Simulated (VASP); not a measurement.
The system is Au.

```
Au
1.0
     0.00000    2.05850    2.05850
     2.05850    0.00000    2.05850
     2.05850    2.05850    0.00000
Au
1
Direct
  0.00000 0.00000 0.00000
```

| Property | Result |
| --- | --- |
| Program | VASP 6.6.1 |
| Task | relaxation of cell and atoms |
| Functional | LDA |
| Potentials or basis | VASP PAW LDA potentials, release 64 (Au) |
| Cutoff | 600 eV |
| k mesh | 18 × 18 × 18 |
| Occupations | gaussian, width 0.1 eV |
| Spin | no spin polarisation |

At the start: pressure -8.0 GPa; volume 17.45 Å³/atom.

Question: How do energy, volume and symmetry change on relaxing?

Answer: Over 9 steps the energy falls by 21.2 meV/atom and the volume is 16.64 Å³/atom (-4.6 %); space group Fm-3m (No. 225, to 0.05 Å).

Step by step:
| step | energy change (eV) | largest force (eV/Å) | pressure (GPa) | volume (Å³) |
| --- | --- | --- | --- | --- |
| 1 | 0.0000 | 0.0000 | -7.95 | 17.45 |
| 2 | 0.0510 | 0.0000 | 19.52 | 15.35 |
| 3 | -0.0212 | 0.0000 | -0.28 | 16.66 |
| 4 | -0.0212 | 0.0000 | -0.06 | 16.64 |
| 5 | -0.0212 | 0.0000 | 0.14 | 16.62 |
| 6 | -0.0212 | 0.0000 | -0.07 | 16.65 |
| 7 | -0.0212 | 0.0000 | -0.07 | 16.64 |
| 8 | -0.0212 | 0.0000 | 0.05 | 16.64 |
| 9 | -0.0212 | 0.0000 | 0.00 | 16.64 |

Final structure:
```
Au
1.0
     0.00000    2.02627    2.02627
     2.02627    0.00000    2.02627
     2.02627    2.02627    0.00000
Au
1
Direct
  0.00000 0.00000 0.00000
```
